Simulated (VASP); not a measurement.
Runs of VASP 6.6.1 on Nb. The structure is that of space group Fm-3m (No. 225), or close to it. The cells are those of the table. This isn't the form of Nb at room conditions, which is bcc.

```csv
task,cell,gap on the mesh (eV),pressure (GPa)
single point,"a = 2.754 Å, angles 60.0°, 1 atom",none,59.2
single point,"a = 2.808 Å, angles 60.0°, 1 atom",none,39.6
relaxation of cell and atoms,"relaxed to 20 GPa from a = 2.963 Å, angles 60.0°, 1 atom",none,20.0
single point,"a = 2.980 Å, angles 60.0°, 1 atom",none,(a)
relaxation of cell and atoms,"relaxed to 40 GPa from a = 2.963 Å, angles 60.0°, 1 atom",none,40.2
```

Alike in all rows: level PBE; potentials or basis VASP PAW PBE potentials, release 64 (Nb_sv); no spin polarisation; k mesh 8 × 8 × 8; cutoff (eV) 500; smearing methfessel-paxton 0.1 eV.

Task: Fill in the values left out.

Result: (a) -0.3.

Caveats: the cell stands under pressure (at least some runs); the cell is relaxed towards a set pressure, so the run minimises the enthalpy, not the energy (at least some runs).

A k mesh can miss the band edges, and the runs leave out spin-orbit coupling on Nb.

A gap of «none» marks levels without a gap at the run's occupations.
